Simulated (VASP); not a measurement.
A run of VASP 6.6.1 is set up as follows.

Contents of INCAR:

```
PREC = Accurate
ENCUT = 520
EDIFF = 1E-7
ISMEAR = 0
SIGMA = 0.05
LREAL = F
LASPH = T
NELM = 100
ALGO = Normal
ISIF = 2
LWAVE = F
LCHARG = T
GGA = PS
LELF = T
LVHAR = T
NBANDS = 24
```

The input KPOINTS:

```
regular mesh
0
Gamma
  9 9 5
```

The input POSCAR:

```
Li2RhN2
1.0
    3.2214626416      0.0000000000      0.0000000000
   -1.6107313208      2.7898684850      0.0000000000
    0.0000000000      0.0000000000      5.0759660458
Rh N Li
1 2 2
Direct
    0.0128070000      0.0109850000     -0.0116930000
    0.3451150000      0.6882240000      0.2083290000
    0.6982230000      0.3555770000      0.7964200000
    0.3383490000      0.6651990000      0.6450190000
    0.6595890000      0.3430480000      0.3623870000
```

Potentials or basis: VASP PAW PBE potentials, release 64 (Rh_pv, N, Li_sv).

Command:

```sh
$ cat potpaw_PBE.64/Rh_pv/POTCAR potpaw_PBE.64/N/POTCAR potpaw_PBE.64/Li_sv/POTCAR > POTCAR
$ mpirun -np 1 vasp_std > vasp.out
```

Task: What does it give for the largest force?

Result: 0.988 eV/Å.

Task: Predict the band gap on the k mesh.

Result: Zero (an odd number of electrons rules out a gap without spin polarisation).

Forces on the atoms (eV/Å):
```
Rh   0.169  0.371  0.900
N    0.014 -0.279 -0.374
N   -0.522 -0.441 -0.037
Li   0.125  0.270 -0.010
Li   0.214  0.078 -0.480
```

Caveat: the PAW data sets were made with another functional, which shifts forces and pressure a little.
